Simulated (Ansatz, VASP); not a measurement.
# Rh: VASP beside Ansatz

File INCAR:

```
  PREC = Accurate
  ENCUT = 520
  EDIFF = 1E-7
  ISMEAR = 0
  SIGMA = 0.15
  LREAL = False
  LASPH = True
  NELM = 100
  ALGO = Fast
  ISIF = 2
  LWAVE = False
  LCHARG = False
  GGA = PS
  NBANDS = 22
```

File KPOINTS:

```
Automatic mesh
0
Gamma
  24 24 14
```

Contents of POSCAR:

```
Rh
1.0
    2.5274119199      0.0000000000      0.0000000000
   -1.2637059600      2.1888029285      0.0000000000
    0.0000000000      0.0000000000      4.3290202437
Rh
2
Direct
    0.6666666667      0.3333333333      0.7500000000
    0.3333333333      0.6666666667      0.2500000000
```

Input for Ansatz:

```yaml
crystal:
  lattice:
    - [2.5274119199, 0.0, 0.0]
    - [-1.26370596, 2.1888029285, 0.0]
    - [0.0, 0.0, 4.3290202437]
  atoms:
    - { symbol: Rh, position: [0.6666666667, 0.3333333333, 0.75] }
    - { symbol: Rh, position: [0.3333333333, 0.6666666667, 0.25] }
basis:
  ecutwfc: 420
kpoints:
  mp_grid: { grid: [24, 24, 14] }
hamiltonian:
  xc: pbesol
scf:
  occupations: { method: gaussian, width: 0.15 }
output:
  forces: true
  stress: true
  eigenvalues: true
```

Change from the starting cell: strain -0.0600 x Voigt [1, 1, 0, 0, 0, 0], atoms carried along.

Alike in both runs: task single point; functional PBEsol; k mesh 24 × 24 × 14; occupations gaussian, width 0.15 eV; no spin polarisation.

```csv
,VASP,Ansatz
version,VASP 6.6.1,Ansatz 0.2.0
potentials or method,"VASP PAW PBE potentials, release 64 (Rh_pv), cutoff 520 eV","scalar-relativistic, plane waves, PAW"
valence electrons in the cell,30,34
```

Ansatz gave:

* gap on the k mesh at the Fermi level (eV): none
* pressure (GPa): 50.8
* traceless stress, the component that is largest in VASP (GPa): -18.61

**Question.** Estimate VASP's values.

**Answer.** gap on the k mesh at the Fermi level (eV): none; pressure (GPa): 50.8; traceless stress, the component that is largest in VASP (GPa): -18.66.

VASP's potentials were made for PBE, not for PBEsol. A gap of «none» marks a metal or a gap that the smearing closes. Both programs put the cell under a high pressure, so it lies far from rest at this level. VASP's potentials hold 30 valence electrons a cell and Ansatz's 34, so a difference there can come from the potentials and not from the codes.
